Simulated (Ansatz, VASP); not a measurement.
## CdSe in VASP and in Ansatz

INCAR

```
PREC = Accurate
ENCUT = 600
EDIFF = 1E-6
ISMEAR = -1
SIGMA = 0.05
LREAL = F
LASPH = T
NELM = 60
ALGO = Normal
ISIF = 3
LWAVE = F
LCHARG = F
GGA = PS
IVDW = 12
IBRION = 2
NSW = 60
EDIFFG = -0.01
```

The input KPOINTS:

```
Automatic mesh
0
Gamma
  8 8 8
```

Contents of POSCAR:

```
CdSe
1.0
    0.0000000000      3.0702711986      3.0702711986
    3.0702711986      0.0000000000      3.0702711986
    3.0702711986      3.0702711986      0.0000000000
Cd Se
1 1
Direct
    0.0000000000      0.0000000000      0.0000000000
    0.2500000000      0.2500000000      0.2500000000
```

Contents of input.yaml:

```yaml
crystal:
  lattice:
    - [0.0, 3.0702711986, 3.0702711986]
    - [3.0702711986, 0.0, 3.0702711986]
    - [3.0702711986, 3.0702711986, 0.0]
  atoms:
    - { symbol: Cd, position: [0.0, 0.0, 0.0] }
    - { symbol: Se, position: [0.25, 0.25, 0.25] }
hamiltonian:
  xc: pbesol
  pseudopotentials: { kind: paw }
  dispersion: d3bj
kpoints:
  mp_grid: { grid: [8, 8, 8] }
scf:
  occupations: { method: fermi_dirac, width: 0.05 }
output:
  forces: true
  stress: true
relax:
  f_tol: 0.01
  max_steps: 40
  cell: { stress_tol: 0.05 }
```

Alike in both runs: task relaxation of cell and atoms; functional PBEsol; dispersion D3(BJ); k mesh 8 × 8 × 8; occupations fermi-dirac, width 0.05 eV; no spin polarisation.

|  | VASP | Ansatz |
| --- | --- | --- |
| version | VASP 6.6.1 | Ansatz 0.2.0 |
| potentials or method | VASP PAW PBE potentials, release 64 (Cd, Se) | Ansatz PAW |
| plane-wave cutoff (eV) | 600 | 420 |
| valence electrons in the cell | 18 | 36 |

Ansatz gave:

```
relaxed volume (Å³/atom)                                     : 27.24
relaxed cell length with the largest relative difference (Å) : 4.255
```

Problem. Estimate VASP's values.

Solution. Relaxed volume (Å³/atom): 27.40; relaxed cell length with the largest relative difference (Å): 4.263.

VASP's potentials were made for PBE, not for PBEsol. VASP's potentials hold 18 valence electrons a cell and Ansatz's 36, so a difference there can come from the potentials and not from the codes.

Noted on Ansatz's run: the plane-wave basis is chosen anew once the cell has moved, so the energies of steps on either side of that aren't comparable.
